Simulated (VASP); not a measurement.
Runs of VASP 6.6.1 on HfB. The structure is that of space group P4/mmm (No. 123), or close to it. The cells are those of the table. 

```tsv
task	cell	k mesh	cutoff (eV)	gap on the mesh (eV)	pressure (GPa)
single point	a = 2.849, b = 2.849, c = 3.301 Å, 2 atoms	8 × 8 × 6	520	none	-0.5
single point	a = 2.835, b = 2.835, c = 3.284 Å, 2 atoms	7 × 7 × 6	520	none	(a)
single point	a = 2.863, b = 2.863, c = 3.317 Å, 2 atoms	7 × 7 × 6	520	none	-3.2
single point	a = 2.849, b = 2.849, c = 3.301 Å, 2 atoms	7 × 7 × 6	520	none	-0.8
relaxation of cell and atoms	relaxed from a = 2.630, b = 2.630, c = 3.550 Å, 2 atoms	8 × 8 × 6	600	none	-0.2
```

Alike in all rows: level PBE; potentials or basis VASP PAW PBE potentials, release 64 (Hf_pv, B); no spin polarisation; smearing fermi-dirac 0.1 eV.

Q: Estimate the missing entries.

A: (a) 1.8.

Caveats: spin-orbit coupling is left out, which moves the levels of the heavy elements.

A k mesh can miss the band edges, and the runs leave out spin-orbit coupling on Hf.

A gap of «none» marks levels without a gap at the run's occupations.
